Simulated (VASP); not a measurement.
Input of a VASP 6.6.1 run:

Contents of POSCAR:

```
TiO2
1.0
    4.5964469113      0.0000000000      0.0000000000
    0.0000000000      4.5964469113      0.0000000000
    0.0000000000      0.0000000000      2.9540546347
Ti O
2 4
Direct
    0.5000000000      0.5000000000      0.0000000000
    0.0000000000      0.0000000000      0.5000000000
    0.6953610031      0.6953610031      0.5000000000
    0.8046389969      0.1953610031      0.0000000000
    0.1953610031      0.8046389969      0.0000000000
    0.3046389969      0.3046389969      0.5000000000
```

Contents of INCAR.step1:

```
SYSTEM = TiO2
PREC = Accurate ; ENCUT = 520
ISMEAR = 0 ; SIGMA = 0.02
LREAL = .False. ; LASPH = .True.
NELM = 60 ; NBANDS = 33
GGA = PE ; ALGO = Normal
EDIFF = 1E-4 ; LWAVE = .True.
LCHARG = .False.
```

INCAR.step2

```
SYSTEM = TiO2
PREC = Accurate ; ENCUT = 520
EDIFF = 1E-7 ; ISMEAR = 0
SIGMA = 0.02 ; LREAL = .False.
LASPH = .True. ; NELM = 60
ALGO = Normal ; ISIF = 2
LWAVE = .False. ; LCHARG = .False.
METAGGA = R2SCAN ; LMIXTAU = .True.
NBANDS = 33 ; ISTART = 1
```

File KPOINTS:

```
regular mesh
0
Gamma
  6 6 10
  0 0 0
```

Potentials or basis: VASP PAW PBE potentials, release 64 (Ti_sv, O).

Launch:

```sh
$ cat potpaw_PBE.64/Ti_sv/POTCAR potpaw_PBE.64/O/POTCAR > POTCAR
$ cp INCAR.step1 INCAR
$ mpirun -np 1 vasp_std > vasp.out
$ cp INCAR.step2 INCAR
$ mpirun -np 1 vasp_std > vasp.out
```

(1) Estimate the largest force.

(2) Estimate the pressure.

(3) What does it give for the band gap on the k mesh?

## Answers

(1) 0.037 eV/Å.

(2) 1.3 GPa.

(3) 2.23 eV.

Caveat: the PAW data sets were made with another functional, which shifts forces and pressure a little.
